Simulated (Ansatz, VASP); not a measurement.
# Two plane-wave programs on CuO2

```
Cu O
1.0
     3.51199    0.00000    0.00000
    -1.75599    3.04147    0.00000
     0.00000    0.00000    4.59338
Cu O
1 2
Cartesian
  0.0000 0.0000 0.0000
  0.0000 2.0276 0.0000
  1.7560 1.0138 0.0000
```

Alike in both runs: task relaxation of cell and atoms; functional PBE; k mesh 18 × 18 × 10; occupations gaussian, width 0.1 eV; no spin polarisation.

|  | VASP | Ansatz |
| --- | --- | --- |
| version | VASP 6.6.1 | Ansatz 0.2.0 |
| potentials or method | VASP PAW PBE potentials, release 64 (Cu, O), cutoff 600 eV | scalar-relativistic, plane waves, PAW |
| valence electrons in the cell | 23 | 31 |

```tsv
	VASP	Ansatz	Ansatz less VASP
gap on the k mesh at the Fermi level, each at its own relaxed structure (eV)	none	none	-
relaxed volume (Å³/atom)	14.61	16.35	+1.742
relaxed length of the cell vector where the two differ most in proportion (Å)	4.095	4.593	+0.4983
```

A gap of «none» marks a metal or a gap that the smearing closes. One of these differences is far larger than is usual between the two programs; its cause wasn't traced. VASP's potentials hold 23 valence electrons a cell and Ansatz's 31, so a difference there can come from the potentials and not from the codes.
